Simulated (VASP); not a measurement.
Set up this calculation in VASP 6.6.1, as the native input.

| Item | Value |
| --- | --- |
| Task | electric field gradients |
| Functional | PBE |
| Potentials or basis | VASP PAW PBE potentials, release 64 (Cd, S) |
| Cutoff | 520 eV |
| k mesh | 7 × 7 × 7 |
| Occupations | fermi-dirac, width 0.02 eV |
| Spin | no spin polarisation |
| Dipole correction | no |
| Further INCAR settings | ALGO = Normal; EDIFF = 1e-08; NBANDS = 16 |

The structure of CdS lies in POSCAR:

```
CdS
1.0
    0.0588590693      2.9723829996      2.9723829996
    2.9723829996      0.0588590693      2.9723829996
    2.9723829996      2.9723829996      0.0588590693
Cd S
1 1
Direct
    0.0000000000      0.0000000000      0.0000000000
    0.7500000000      0.7500000000      0.7500000000
```

This cell differs from its parent crystal: equal xy, yz and zx shear strains of +2 %.

The input as run:

INCAR

```
  PREC = Accurate
  ENCUT = 520
  EDIFF = 1E-8
  ISMEAR = -1
  SIGMA = 0.02
  LREAL = False
  LASPH = True
  NELM = 80
  ALGO = Normal
  ISIF = 2
  LWAVE = False
  LCHARG = False
  GGA = PE
  LEFG = True
  NBANDS = 16
```

KPOINTS

```
Automatic mesh
0
Gamma
  7 7 7
```

Potentials or basis: VASP PAW PBE potentials, release 64 (Cd, S).

Launch:

```bash
$ cat potpaw_PBE.64/Cd/POTCAR potpaw_PBE.64/S/POTCAR > POTCAR
$ mpirun -np 1 vasp_std > vasp.out
```

Results of the run:

```
Pressure               : 1.6 GPa
Largest force          : 0.193 eV/Å
Band gap on the k mesh : 1.06 eV, direct
```

Caveat: the cell differs from its parent crystal (equal xy, yz and zx shear strains of +2 %); without QUAD_EFG the Cq values of the log hold for a quadrupole moment of 1 mb, not for the nuclei.

It took 26 s on 1 thread of Intel(R) Xeon(R) Platinum 8259CL CPU @ 2.50GHz (Skylake/Cascade Lake) (shared host), peak memory 0.19 GiB.
